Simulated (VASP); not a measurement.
# Y (Pm-3m) in VASP: a series of runs

Runs on Y. Level: PBE. Tasks: single point.

Program: VASP 6.6.1. These are calculated values, not measurements. Logs are shortened: lines on timing, memory, paths and dates and some standing lists are left out, and cuts for length are marked.

## Step 1: The cell of the first run

It takes space group Pm-3m (No. 221, cubic). Conventional cell: a = 3.229 Å, b = 3.229 Å, c = 3.229 Å, α = 90.00°, β = 90.00°, γ = 90.00°. Y (site symmetry m-3m) has 6 Y at 3.23 Å within 4.2 Å.

This isn't the form of Y at room conditions, which is hcp.

## Step 2: Single point, PBE, collinear spin (33.67 Å³/atom)

Contents of INCAR:

```
SYSTEM = Y
ALGO     = Normal         ! electronic algorithm
EDIFF    = 1E-6           ! SCF threshold, eV
ENCUT    = 520            ! plane-wave cutoff, eV
GGA      = PE             ! functional
ISIF     = 2              ! what is computed and relaxed
ISMEAR   = -1             ! smearing method
ISPIN    = 2              ! spin polarisation
LASPH    = .True.         ! aspherical terms in the spheres
LCHARG   = .True.         ! write CHGCAR
LELF     = .True.         ! ELF
LMAXMIX  = 4              ! l up to which the mixer works
LORBIT   = 11             ! projections on sites
LREAL    = .False.        ! projectors in reciprocal space
LVHAR    = .True.       
LWAVE    = .False.        ! write WAVECAR
MAGMOM   = 0.47           ! initial moments
NBANDS   = 16             ! bands
NELM     = 150            ! most SCF steps
PREC     = Accurate       ! precision mode
SIGMA    = 0.05           ! smearing width, eV
```

Contents of KPOINTS:

```
k-points
0
Gamma
  11 11 11
  0 0 0
```

Contents of POSCAR:

```
Y
1.0
    3.2292128199      0.0000000000      0.0000000000
    0.0000000000      3.2292128199      0.0000000000
    0.0000000000      0.0000000000      3.2292128199
Y
1
Direct
    0.0000000000      0.0000000000      0.0000000000
```

Potentials or basis: VASP PAW PBE potentials, release 64 (Y_sv).

Command:

```bash
$ cat potpaw_PBE.64/Y_sv/POTCAR > POTCAR
$ mpirun -np 1 vasp_std > vasp.out
```

OUTCAR:

```text
SYSTEM = Y
   EDIFF = 1E-6
   ENCUT = 520
   GGA = PE
   ISIF = 2
   ISMEAR = -1
   ISPIN = 2
   LASPH = .True.
   LORBIT = 11
   LREAL = .False.
   NELM = 150
   PREC = Accurate

 ion  position               nearest neighbor table
   1  0.000  0.000  0.000-

  LATTYP: Found a simple cubic cell.
 ALAT       =     3.2292128199

  Lattice vectors:

 A1 = (   3.2292128199,   0.0000000000,   0.0000000000)
 A2 = (   0.0000000000,   3.2292128199,   0.0000000000)
 A3 = (   0.0000000000,   0.0000000000,   3.2292128199)

Analysis of symmetry for initial positions (statically):
=====================================================================
 Subroutine PRICEL returns:
 Original cell was already a primitive cell.

 Routine SETGRP: Setting up the symmetry group for a
 simple cubic supercell.

 Subroutine GETGRP returns: Found 48 space group operations
 (whereof 48 operations were pure point group operations)
 out of a pool of 48 trial point group operations.

The static configuration has the point symmetry O_h .

Analysis of symmetry for dynamics (positions and initial velocities):
=====================================================================
 Subroutine PRICEL returns:
 Original cell was already a primitive cell.

 Routine SETGRP: Setting up the symmetry group for a
 simple cubic supercell.

 Subroutine GETGRP returns: Found 48 space group operations
 (whereof 48 operations were pure point group operations)
 out of a pool of 48 trial point group operations.

The dynamic configuration has the point symmetry O_h .

Analysis of structural, dynamic, and magnetic symmetry:
=====================================================================
 Subroutine PRICEL returns:
 Original cell was already a primitive cell.

 Routine SETGRP: Setting up the symmetry group for a
 simple cubic supercell.

 Subroutine GETGRP returns: Found 48 space group operations
 (whereof 48 operations were pure point group operations)
 out of a pool of 48 trial point group operations.

The overall configuration has the point symmetry O_h .

 Subroutine INISYM returns: Found 48 space group operations
 (whereof 48 operations are pure point group operations),
 and found     1 'primitive' translations

----------------------------------------------------------------------------------------

                                     Primitive cell

[... 102 lines left out ...]
   EFERMI =   0.00;   METHOD = LEGACY
   ISMEAR =    -1;   SIGMA  =   0.05  broadening in eV -4-tet -1-fermi 0-gaus
   EFERMI_NEDOS =   21; number of points for ismear=-14 and -15
   IALGO  =     38    algorithm
   IMIX   =      4    mixing-type and parameters
     AMIX     =   0.40;   BMIX     =  1.00
     AMIX_MAG =   1.60;   BMIX_MAG =  1.00
  volume/ion in A,a.u.               =      33.67       227.24
  Fermi-wavevector in a.u.,A,eV,Ry     =   1.127481  2.130629 17.295895  1.271212
  Thomas-Fermi vector in A             =   2.264167
   LORBIT       =     11    0 simple, 1 ext, 2 COOP (PROOUT), +10 PAW based schemes
   GGA     = PE    functional components
   LHFCALC =     F    Hartree Fock is set to
   AEXX    =    0.0000 exact exchange contribution
   IVDW    =     0    specifies the selected vdW correction
   LEPSILON=     F    determine dielectric tensor
   LRPA    =     F    only Hartree local field effects (RPA)
 spin polarized calculation
  energy-cutoff  :      520.00
  volume of cell :       33.67
 maximum number of plane-waves:       925
   NGX = 13   NGY = 13   NGZ = 13

 number of electron      11.0000000 magnetization       0.6656259

 Free energy of the ion-electron system (eV)
  ---------------------------------------------------
  ext. energy  EPLUGINS =         0.00000000
  ---------------------------------------------------
  free energy    TOTEN  =        -5.65677269 eV

  energy without entropy =       -5.64281132  energy(sigma->0) =       -5.64979201

 E-fermi :   2.8880     XC(G=0):  -9.2605

 val. band max:        2.8835328146   @ k =   0.1818   0.0000   0.0000
 cond. band min:       2.8892849643   @ k =   0.4545   0.0909   0.0909
 fundamental gap:      0.0057521497
 Fermi energy:         2.8880424320

 spin component 1

 k-point     1 :       0.0000    0.0000    0.0000
  band No.  band energies     occupation
      1     -40.1467      1.00000
      2     -19.7798      1.00000
      3     -19.7798      1.00000
      4     -19.7798      1.00000
      5      -1.8342      1.00000
      6       1.8757      1.00000
[... 435 lines left out ...]
      5      -0.2451      1.00000
      6       2.5149      0.99943
[... 8 lines left out ...]
     15      19.6016      0.00000
     16      20.2625      0.00000

 [... further k-points ...]

 spin component 2

 k-point     1 :       0.0000    0.0000    0.0000
  band No.  band energies     occupation
      1     -39.9312      1.00000
      2     -19.5350      1.00000
      3     -19.5350      1.00000
      4     -19.5350      1.00000
      5      -1.4081      1.00000
      6       2.6867      0.98247
[... 435 lines left out ...]
      5       0.1878      1.00000
      6       3.3284      0.00015
[... 8 lines left out ...]
     15      20.0515      0.00000
     16      20.6479      0.00000

 [... further k-points ...]

------------------------ aborting loop because EDIFF is reached ----------------------------------------

  FORCE on cell =-STRESS in cart. coord.  units (eV):
  Direction    XX          YY          ZZ          XY          YZ          ZX
  --------------------------------------------------------------------------------------
  -------------------------------------------------------------------------------------
  Total        0.2038853      0.2038853      0.2038853     -0.0000000      0.0000000     -0.0000000
  in kB        9.7007762      9.7007762      9.7007762     -0.0000000      0.0000000     -0.0000000
  external PRESSURE =       9.7007762 kB  Pullay stress =       0.0000000 kB

 VOLUME and BASIS-vectors are now :
 -----------------------------------------------------------------------------
  energy-cutoff  :      520.00
  volume of cell :       33.67
      direct lattice vectors                 reciprocal lattice vectors
     3.229212820  0.000000000  0.000000000     0.309672993  0.000000000  0.000000000
     0.000000000  3.229212820  0.000000000     0.000000000  0.309672993  0.000000000
     0.000000000  0.000000000  3.229212820     0.000000000  0.000000000  0.309672993

 POSITION                                       TOTAL-FORCE (eV/Angst)
 -----------------------------------------------------------------------------------
      0.00000      0.00000      0.00000         0.000000      0.000000      0.000000
 -----------------------------------------------------------------------------------
    total drift:                                0.000000      0.000000      0.000000

  FREE ENERGIE OF THE ION-ELECTRON SYSTEM (eV)
  ---------------------------------------------------
  free  energy   TOTEN  =        -5.6567726920 eV

  energy  without entropy=       -5.6428113192  energy(sigma->0) =       -5.64979201

 total charge

# of ion       s       p       d       f       tot
--------------------------------------------------
    1        2.281   6.161   1.067   0.007   9.517

 magnetization (x)

# of ion       s       p       d       f       tot
--------------------------------------------------
    1        0.038   0.053   0.403   0.002   0.497
```

OSZICAR:

```text
N       E                     dE             d eps       ncg     rms          rms(c)
DAV:   1     0.299049645252E+02    0.29905E+02   -0.52020E+03  3584   0.618E+02
DAV:   2    -0.461588408408E+01   -0.34521E+02   -0.33164E+02  4792   0.147E+02
DAV:   3    -0.581457080832E+01   -0.11987E+01   -0.11735E+01  4456   0.182E+01
DAV:   4    -0.583455152278E+01   -0.19981E-01   -0.19969E-01  4256   0.230E+00
DAV:   5    -0.583489221321E+01   -0.34069E-03   -0.34068E-03  4480   0.238E-01    0.192E+01
DAV:   6    -0.567515013884E+01    0.15974E+00   -0.16560E-01  3920   0.225E+00    0.116E+01
DAV:   7    -0.564561765714E+01    0.29532E-01   -0.17816E-01  4760   0.237E+00    0.340E+00
DAV:   8    -0.565484359613E+01   -0.92259E-02   -0.18936E-02  4120   0.770E-01    0.832E-01
DAV:   9    -0.565495900552E+01   -0.11541E-03   -0.12168E-02  4112   0.623E-01    0.371E-01
DAV:  10    -0.565637372781E+01   -0.14147E-02   -0.17363E-03  4576   0.251E-01    0.230E-01
DAV:  11    -0.565664819241E+01   -0.27446E-03   -0.27630E-04  4288   0.831E-02    0.744E-02
DAV:  12    -0.565674846442E+01   -0.10027E-03   -0.15562E-04  4312   0.577E-02    0.751E-02
DAV:  13    -0.565676799459E+01   -0.19530E-04   -0.12957E-04  4448   0.538E-02    0.254E-02
DAV:  14    -0.565677270931E+01   -0.47147E-05   -0.15330E-05  4048   0.195E-02    0.107E-02
DAV:  15    -0.565677269199E+01    0.17315E-07   -0.13540E-06  4384   0.669E-03
   1 F= -.56567727E+01 E0= -.56497920E+01  d E =-.139614E-01  mag=     0.6650
```

stdout:

```text
POSCAR found type information on POSCAR Y
 POSCAR found :  1 types and       1 ions
 scaLAPACK will be used
 LDA part: xc-table for (Slater+PW92), standard interpolation
 POSCAR, INCAR and KPOINTS ok, starting setup
 FFT: planning ... GRIDC
 FFT: planning ... GRID_SOFT
 FFT: planning ... GRID
 WAVECAR not read
 entering main loop
```

It took 56 s on 1 thread of Intel Xeon 8259CL, shared host; peak memory 0.19 GiB.

Results:

```yaml
Free_energy: -5.6568 eV
Pressure: 1.0 GPa
Net_moment: 0.67 μB per cell
Site_moments: Y +0.50 μB
Valence_electrons_inside_the_program's_atomic_spheres: Y 9.52
```

(Continued in part 2 of 2.)
